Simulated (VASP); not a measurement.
BN: single point with r2SCAN

BN:

```
B N
1.0
     2.54395    0.00000    0.00000
    -1.27197    2.20313    0.00000
     0.00000    0.00000    4.16574
B N
2 2
Direct
  0.33333 0.66667 0.00020
  0.66667 0.33333 0.50020
  0.33333 0.66667 0.37480
  0.66667 0.33333 0.87480
```

This cell differs from its parent crystal: uniaxial z strain -1.0%.

- Program: VASP 6.6.1
- Task: single point
- Functional: r2SCAN
- Potentials or basis: VASP PAW PBE potentials, release 64 (B, N)
- Cutoff: 520 eV
- k mesh: 12 × 12 × 6
- Occupations: gaussian, width 0.01 eV
- Spin: no spin polarisation

The pressure is 5.3 GPa and the band gap on the k mesh is 5.74 eV (least direct gap 8.98 eV).

Stress tensor (GPa, compression positive):
```
 1.76  0.00  0.00
 0.00  1.76  0.00
 0.00  0.00 12.23
```

Levels at points of the mesh, in eV from the valence-band top:
| k point | band 5 | band 6 | band 7 | band 8 | band 9 | band 10 | band 11 | band 12 |
| --- | --- | --- | --- | --- | --- | --- | --- | --- |
| (0.00, 0.00, 0.00) | -2.31 | -0.24 | 0.00 | 0.00 | 9.02 | 9.02 | 9.71 | 10.14 |
| (0.50, 0.00, 0.00) | -7.28 | -5.30 | -4.61 | -2.18 | 7.23 | 8.71 | 11.36 | 12.30 |
| (0.00, 0.00, 0.50) | -1.28 | -1.28 | -1.28 | -1.28 | 10.20 | 10.20 | 10.68 | 10.68 |
| (0.50, 0.00, 0.50) | -3.98 | -3.98 | -3.71 | -3.71 | 7.27 | 7.27 | 10.85 | 10.85 |

It took 2.6 min on 1 thread of Intel Xeon 8259CL, with other jobs on the host, peak memory 0.15 GiB.

Caveat: the cell differs from its parent crystal (uniaxial z strain -1.0%); the cell stands under pressure; the PAW data sets were made with another functional, which shifts forces and pressure a little. A k mesh can miss the band edges.
